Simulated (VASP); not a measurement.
The system is Al2H.

```
Al H
1.0
     4.44380    0.00000    0.00000
    -2.22190    3.84844    0.00000
     0.00000    0.00000    5.60176
Al H
4 2
Cartesian
  0.0000 0.0000 4.1649
  0.0000 0.0000 1.4369
  0.0000 2.5656 2.8009
  2.2219 1.2828 2.8009
  0.0000 0.0000 0.0000
  0.0000 0.0000 2.8009
```

| Item | Value |
| --- | --- |
| Program | VASP 6.6.1 |
| Task | relaxation of cell and atoms |
| Functional | PBE |
| Potentials or basis | VASP PAW PBE potentials, release 64 (Al, H) |
| Cutoff | 500 eV |
| k mesh | 4 × 4 × 3 |
| Occupations | gaussian, width 0.2 eV |
| Spin | no spin polarisation |

At the start: pressure 15.0 GPa; volume 15.97 Å³/atom.

Q: Where does the relaxation end?

A: Over 7 steps the energy falls by 353.2 meV/atom and the volume is 19.42 Å³/atom (+21.6 %); space group P6/mmm (No. 191, to 0.05 Å).

The path:
```csv
step,energy change (eV),largest force (eV/Å),pressure (GPa),volume (Å³)
1,0.0000,0.8689,14.95,95.80
2,-1.9811,1.0264,-0.57,116.89
3,-1.9916,1.0895,-1.13,118.39
4,-1.9803,1.1694,-2.06,121.40
5,-1.9921,1.1253,-1.46,119.36
6,-2.1110,0.2112,-0.67,117.23
7,-2.1191,0.0645,-0.33,116.54
```

Final structure:
```
Al H
1.0
     4.40605    0.00000    0.00000
    -2.20302    3.81575    0.00000
     0.00000    0.00000    6.93155
Al H
4 2
Direct
  0.00000 0.00000 0.74128
  0.00000 0.00000 0.25872
  0.33333 0.66667 0.50000
  0.66667 0.33333 0.50000
  0.00000 0.00000 0.00000
  0.00000 0.00000 0.50000
```

Caveat: the k points lie up to 0.41 Å⁻¹ apart in the final cell; the volume moved by over 15 % at a fixed basis, so the end points are rough; the relaxation stopped at a loose force limit of 0.08 eV/Å, so its end isn't a converged minimum.
